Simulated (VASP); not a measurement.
# Fe (I4/mmm) in VASP: a series of runs

The runs below take Fe through single point, with PBEsol.

All numbers are computed with VASP 6.6.1; they aren't measurements. Logs are shortened: lines on timing, memory, paths and dates and some standing lists are left out, and cuts for length are marked.

## (1) The cell of the first run

Symmetry: I4/mmm, No. 139, tetragonal system. Conventional cell: a = 2.878 Å, b = 2.878 Å, c = 2.763 Å, α = 90.00°, β = 90.00°, γ = 90.00°. Fe (site symmetry 4/mmm) has 14 Fe at 2.46 to 2.88 Å within 3.2 Å.

## (2) Single point, PBEsol, collinear spin, ferromagnetic start (strain -0.0400 x Voigt [0, 1, 0, 0, 0, 0])

Input file INCAR:

```
SYSTEM = Fe
  ALGO = Fast
  EDIFF = 1E-6
  ENCUT = 520
  GGA = PS
  ISIF = 2
  ISMEAR = 0
  ISPIN = 2
  LASPH = .TRUE.
  LCHARG = .FALSE.
  LMAXMIX = 4
  LORBIT = 11
  LREAL = .FALSE.
  LWAVE = .FALSE.
  MAGMOM = 2.64
  NBANDS = 14
  NELM = 150
  PREC = Accurate
  SIGMA = 0.15
```

Input file KPOINTS:

```
k-points
0
G
  24 24 24
  0 0 0
```

Input file POSCAR:

```
Fe
1.0
   -1.4390000000      1.3814400000      1.4390000000
    1.4390000000     -1.3814400000      1.4390000000
    1.4390000000      1.3814400000     -1.4390000000
Fe
1
Direct
    0.0000000000      0.0000000000      0.0000000000
```

Potentials or basis: VASP PAW PBE potentials, release 64 (Fe).

The run is started by

```console
$ cat potpaw_PBE.64/Fe/POTCAR > POTCAR
$ mpirun -np 1 vasp_std > vasp.out
```

OUTCAR:

```text
SYSTEM = Fe
   EDIFF = 1E-6
   ENCUT = 520
   GGA = PS
   ISIF = 2
   ISMEAR = 0
   ISPIN = 2
   LASPH = .TRUE.
   LORBIT = 11
   LREAL = .FALSE.
   NELM = 150
   PREC = Accurate

 ion  position               nearest neighbor table
   1  0.000  0.000  0.000-

  LATTYP: Found a body centered tetragonal cell.
 ALAT       =     2.8780000000
 C/A-ratio  =     0.9600000000

  Lattice vectors:

 A1 = (  -1.4390000000,  -1.3814400000,   1.4390000000)
 A2 = (   1.4390000000,  -1.3814400000,  -1.4390000000)
 A3 = (   1.4390000000,   1.3814400000,   1.4390000000)

Analysis of symmetry for initial positions (statically):
=====================================================================
 Subroutine PRICEL returns:
 Original cell was already a primitive cell.

 Routine SETGRP: Setting up the symmetry group for a
 body centered tetragonal supercell.

 Subroutine GETGRP returns: Found 16 space group operations
 (whereof 16 operations were pure point group operations)
 out of a pool of 16 trial point group operations.

The static configuration has the point symmetry D_4h.

Analysis of symmetry for dynamics (positions and initial velocities):
=====================================================================
 Subroutine PRICEL returns:
 Original cell was already a primitive cell.

 Routine SETGRP: Setting up the symmetry group for a
 body centered tetragonal supercell.

 Subroutine GETGRP returns: Found 16 space group operations
 (whereof 16 operations were pure point group operations)
 out of a pool of 16 trial point group operations.

The dynamic configuration has the point symmetry D_4h.

Analysis of structural, dynamic, and magnetic symmetry:
=====================================================================
 Subroutine PRICEL returns:
 Original cell was already a primitive cell.

 Routine SETGRP: Setting up the symmetry group for a
 body centered tetragonal supercell.

 Subroutine GETGRP returns: Found 16 space group operations
 (whereof 16 operations were pure point group operations)
 out of a pool of 16 trial point group operations.

The overall configuration has the point symmetry D_4h.

 Subroutine INISYM returns: Found 16 space group operations
 (whereof 16 operations are pure point group operations),
 and found     1 'primitive' translations

----------------------------------------------------------------------------------------

                                     Primitive cell

  volume of cell :      11.4423

  direct lattice vectors                    reciprocal lattice vectors
[... 116 lines left out ...]
 spin polarized calculation
 RMM-DIIS sequential band-by-band and
 Gauss-broadening in eV      SIGMA  =   0.15
  energy-cutoff  :      520.00
  volume of cell :       11.44
 maximum number of plane-waves:       327
   NGX =  9   NGY =  9   NGZ =  9

 number of electron       8.0000005 magnetization       2.2044440

 Free energy of the ion-electron system (eV)
  ---------------------------------------------------
  ext. energy  EPLUGINS =         0.00000000
  ---------------------------------------------------
  free energy    TOTEN  =        -8.89661720 eV

  energy without entropy =       -8.88489753  energy(sigma->0) =       -8.89075737

 E-fermi :   5.5980     XC(G=0): -13.2363

 val. band max:        5.5972091196   @ k =  -0.3333   0.4583   0.2917
 cond. band min:       5.5980795589   @ k =   0.5000   0.0417   0.0000
 fundamental gap:      0.0008704393
 Fermi energy:         5.5980405148

 spin component 1

 k-point     1 :       0.0000    0.0000    0.0000
  band No.  band energies     occupation
      1      -2.8837      1.00000
      2       3.1465      1.00000
      3       3.3742      1.00000
      4       3.3742      1.00000
      5       4.4234      1.00000
      6       4.6421      1.00000
      7      30.1152      0.00000
      8      30.1152      0.00000
      9      31.1116      0.00000
     10      35.2036      0.00000
     11      35.8552      0.00000
     12      36.8225      0.00000
     13      37.7120      0.00000
     14      37.7122      0.00000
[... 379 lines left out ...]
      3       4.5797      1.00000
      4       4.6475      1.00000
      5       5.3473      0.99096
      6       6.2316      0.00000
      7      13.9465      0.00000
      8      23.4104      0.00000
      9      25.1247      0.00000
     10      29.0455      0.00000
     11      32.7931      0.00000
     12      40.0913      0.00000
     13      42.8364      0.00000
     14      47.6085      0.00000

 [... further k-points ...]

 spin component 2

 k-point     1 :       0.0000    0.0000    0.0000
  band No.  band energies     occupation
      1      -2.6269      1.00000
      2       5.0399      1.00000
      3       5.3465      0.99114
      4       5.3466      0.99113
      5       7.0140      0.00000
      6       7.3427      0.00000
      7      30.0216      0.00000
      8      30.0216      0.00000
      9      31.0225      0.00000
     10      35.5606      0.00000
     11      36.0876      0.00000
     12      37.5524      0.00000
     13      38.7730      0.00000
     14      38.7730      0.00000
[... 379 lines left out ...]
      3       5.8225      0.01716
      4       7.1222      0.00000
      5       7.5320      0.00000
      6       8.1937      0.00000
      7      15.1992      0.00000
      8      23.6534      0.00000
      9      25.7276      0.00000
     10      29.6304      0.00000
     11      33.4998      0.00000
     12      40.2751      0.00000
     13      43.2157      0.00000
     14      48.3332      0.00000

 [... further k-points ...]
[... 5 lines left out ...]
  --------------------------------------------------------------------------------------
  -------------------------------------------------------------------------------------
  Total       -0.8906515     -0.5049387     -0.8906515      0.0000000     -0.0000000      0.0000000
  in kB     -124.7110024    -70.7026471   -124.7110024      0.0000000     -0.0000000      0.0000000
  external PRESSURE =    -106.7082173 kB  Pullay stress =       0.0000000 kB

 VOLUME and BASIS-vectors are now :
 -----------------------------------------------------------------------------
  energy-cutoff  :      520.00
  volume of cell :       11.44
      direct lattice vectors                 reciprocal lattice vectors
    -1.439000000  1.381440000  1.439000000     0.000000000  0.361941163  0.347463516
     1.439000000 -1.381440000  1.439000000     0.347463516  0.000000000  0.347463516
     1.439000000  1.381440000 -1.439000000     0.347463516  0.361941163  0.000000000

 POSITION                                       TOTAL-FORCE (eV/Angst)
 -----------------------------------------------------------------------------------
      0.00000      0.00000      0.00000         0.000000      0.000000      0.000000
 -----------------------------------------------------------------------------------
    total drift:                                0.000000     -0.000000      0.000000

  FREE ENERGIE OF THE ION-ELECTRON SYSTEM (eV)
  ---------------------------------------------------
  free  energy   TOTEN  =        -8.8966172043 eV

  energy  without entropy=       -8.8848975337  energy(sigma->0) =       -8.89075737

 total charge

# of ion       s       p       d       tot
------------------------------------------
    1        0.487   0.538   6.233   7.258

 magnetization (x)

# of ion       s       p       d       tot
------------------------------------------
    1       -0.013  -0.050   2.257   2.194
```

stdout:

```text
POSCAR found type information on POSCAR Fe
 POSCAR found :  1 types and       1 ions
 scaLAPACK will be used
 -----------------------------------------------------------------------------
|                                                                             |
|                                                                             |
|     You enforced a specific xc type in the INCAR file but a different       |
[... 25 lines left out ...]
WARNING in EDDRMM: call to ZHEGV failed, returncode =   6  3     13
WARNING in EDDRMM: call to ZHEGV failed, returncode =   6  3     14
WARNING in EDDRMM: call to ZHEGV failed, returncode =   8  4     14
WARNING in EDDRMM: call to ZHEGV failed, returncode =   8  4     13
WARNING in EDDRMM: call to ZHEGV failed, returncode =   6  3     11
WARNING in EDDRMM: call to ZHEGV failed, returncode =   6  3     13
WARNING in EDDRMM: call to ZHEGV failed, returncode =   8  4     12
```

It took 9.3 min on 1 thread of Oxide Virtual Turin-like, shared host; peak memory 0.31 GiB.

Results:

```yaml
Free_energy: -8.8966 eV
Pressure: -10.7 GPa
Net_moment: 2.20 μB per cell
Site_moments: Fe +2.19 μB
Valence_electrons_inside_the_program's_atomic_spheres: Fe 7.26
```

Caveat: the cell differs from its parent crystal (strain -0.0400 x Voigt [0, 1, 0, 0, 0, 0]); the stress differs along the axes, from -12 to -7 GPa; the PAW data sets were made with another functional, which shifts forces and pressure a little.

## (3) Single point, PBEsol, collinear spin, ferromagnetic start (strain -0.0200 x Voigt [0, 1, 0, 0, 0, 0])

Input file INCAR:

```
SYSTEM = Fe
PREC     = Accurate       ! precision mode
ENCUT    = 520            ! plane-wave cutoff, eV
EDIFF    = 1E-7           ! SCF threshold, eV
ISMEAR   = 0              ! smearing method
SIGMA    = 0.15           ! smearing width, eV
LREAL    = .FALSE.        ! projectors in reciprocal space
LASPH    = .TRUE.         ! aspherical terms in the spheres
NELM     = 150            ! most SCF steps
ALGO     = Normal         ! electronic algorithm
ISIF     = 2              ! what is computed and relaxed
LWAVE    = .FALSE.        ! write WAVECAR
LCHARG   = .TRUE.         ! write CHGCAR
ISPIN    = 2              ! spin polarisation
MAGMOM   = 2.64           ! initial moments
LORBIT   = 11             ! projections on sites
LMAXMIX  = 4              ! l up to which the mixer works
GGA      = PS             ! functional
LELF     = .TRUE.         ! ELF
LVHAR    = .TRUE.       
NBANDS   = 14             ! bands
```

Input file KPOINTS:

```
Automatic mesh
0
G
  24 24 24
  0 0 0
```

Input file POSCAR:

```
Fe
1.0
   -1.4390000000      1.4102200000      1.4390000000
    1.4390000000     -1.4102200000      1.4390000000
    1.4390000000      1.4102200000     -1.4390000000
Fe
1
Direct
    0.0000000000      0.0000000000      0.0000000000
```

Potentials or basis: VASP PAW PBE potentials, release 64 (Fe).

The run is started by

```console
$ cat potpaw_PBE.64/Fe/POTCAR > POTCAR
$ mpirun -np 1 vasp_std > vasp.out
```

OUTCAR:

```text
SYSTEM = Fe
   PREC = Accurate
   ENCUT = 520
   EDIFF = 1E-7
   ISMEAR = 0
   LREAL = .FALSE.
   LASPH = .TRUE.
   NELM = 150
   ISIF = 2
   ISPIN = 2
   LORBIT = 11
   GGA = PS

 ion  position               nearest neighbor table
   1  0.000  0.000  0.000-

  LATTYP: Found a body centered tetragonal cell.
 ALAT       =     2.8780000000
 C/A-ratio  =     0.9800000000

  Lattice vectors:

 A1 = (  -1.4390000000,  -1.4102200000,   1.4390000000)
 A2 = (   1.4390000000,  -1.4102200000,  -1.4390000000)
 A3 = (   1.4390000000,   1.4102200000,   1.4390000000)

Analysis of symmetry for initial positions (statically):
=====================================================================
 Subroutine PRICEL returns:
 Original cell was already a primitive cell.

 Routine SETGRP: Setting up the symmetry group for a
 body centered tetragonal supercell.

 Subroutine GETGRP returns: Found 16 space group operations
 (whereof 16 operations were pure point group operations)
 out of a pool of 16 trial point group operations.

The static configuration has the point symmetry D_4h.

[... 597 lines left out ...]
      3       5.1490      0.98306
      4       5.1491      0.98303
      5       6.9226      0.00000
      6       7.0789      0.00000
      7      29.7763      0.00000
      8      29.7763      0.00000
      9      30.2508      0.00000
     10      35.1341      0.00000
     11      35.3864      0.00000
     12      37.3715      0.00000
     13      38.0590      0.00000
     14      38.0590      0.00000
[... 379 lines left out ...]
      3       5.5799      0.02612
      4       6.9100      0.00000
      5       7.2988      0.00000
      6       7.9741      0.00000
      7      14.7175      0.00000
      8      23.3877      0.00000
      9      25.4145      0.00000
     10      29.2463      0.00000
     11      33.0070      0.00000
     12      39.4436      0.00000
     13      42.4536      0.00000
     14      47.3998      0.00000

 [... further k-points ...]
[... 5 lines left out ...]
  --------------------------------------------------------------------------------------
  -------------------------------------------------------------------------------------
  Total       -1.0626691     -0.8872883     -1.0626691     -0.0000000      0.0000000      0.0000000
  in kB     -145.7606075   -121.7045697   -145.7606075     -0.0000000      0.0000000      0.0000000
  external PRESSURE =    -137.7419282 kB  Pullay stress =       0.0000000 kB

 VOLUME and BASIS-vectors are now :
 -----------------------------------------------------------------------------
  energy-cutoff  :      520.00
  volume of cell :       11.68
      direct lattice vectors                 reciprocal lattice vectors
    -1.439000000  1.410220000  1.439000000     0.000000000  0.354554609  0.347463516
     1.439000000 -1.410220000  1.439000000     0.347463516  0.000000000  0.347463516
     1.439000000  1.410220000 -1.439000000     0.347463516  0.354554609  0.000000000

 POSITION                                       TOTAL-FORCE (eV/Angst)
 -----------------------------------------------------------------------------------
      0.00000      0.00000      0.00000         0.000000     -0.000000     -0.000000
 -----------------------------------------------------------------------------------
    total drift:                                0.000000     -0.000000      0.000000

  FREE ENERGIE OF THE ION-ELECTRON SYSTEM (eV)
  ---------------------------------------------------
  free  energy   TOTEN  =        -8.8823136762 eV

  energy  without entropy=       -8.8705810459  energy(sigma->0) =       -8.87644736

 total charge

# of ion       s       p       d       tot
------------------------------------------
    1        0.478   0.519   6.219   7.216

 magnetization (x)

# of ion       s       p       d       tot
------------------------------------------
    1       -0.014  -0.050   2.295   2.232
```

OSZICAR:

```text
N       E                     dE             d eps       ncg     rms          rms(c)
DAV:   1     0.208247466447E+02    0.20825E+02   -0.37994E+03 65010   0.690E+02
DAV:   2    -0.914924492646E+01   -0.29974E+02   -0.27444E+02 65024   0.127E+02
DAV:   3    -0.100678253696E+02   -0.91858E+00   -0.91059E+00 72212   0.232E+01
DAV:   4    -0.100708804424E+02   -0.30551E-02   -0.30548E-02 68870   0.121E+00
DAV:   5    -0.100708953804E+02   -0.14938E-04   -0.14938E-04 72748   0.864E-02    0.116E+01
DAV:   6    -0.899335096213E+01    0.10775E+01   -0.11940E+01 74654   0.398E+01    0.602E+00
DAV:   7    -0.889766057909E+01    0.95690E-01   -0.87223E-01 73364   0.103E+01    0.341E+00
DAV:   8    -0.889031444015E+01    0.73461E-02   -0.75199E-03 70410   0.479E-01    0.133E+00
DAV:   9    -0.888240896136E+01    0.79055E-02   -0.71092E-03 81226   0.390E-01    0.351E-01
DAV:  10    -0.888230541329E+01    0.10355E-03   -0.70910E-04 70586   0.285E-01    0.102E-01
DAV:  11    -0.888231232657E+01   -0.69133E-05   -0.18014E-04 70250   0.114E-01    0.380E-02
DAV:  12    -0.888231281533E+01   -0.48876E-06   -0.32973E-06 71648   0.217E-02    0.140E-02
DAV:  13    -0.888231371358E+01   -0.89825E-06   -0.16240E-06 66814   0.742E-03    0.797E-03
DAV:  14    -0.888231367615E+01    0.37427E-07   -0.25163E-07 52970   0.443E-03
   1 F= -.88823137E+01 E0= -.88764474E+01  d E =-.117326E-01  mag=     2.2385
```

Wall time 7.9 min (1 thread of Oxide Virtual Turin-like, shared host); peak memory 0.31 GiB.

What came out:

```yaml
Free_energy: -8.8823 eV
Pressure: -13.8 GPa
Net_moment: 2.24 μB per cell
Site_moments: Fe +2.23 μB
Valence_electrons_inside_the_program's_atomic_spheres: Fe 7.22
```

Caveat: the cell differs from its parent crystal (strain -0.0200 x Voigt [0, 1, 0, 0, 0, 0]); the cell stands under tension; the PAW data sets were made with another functional, which shifts forces and pressure a little.
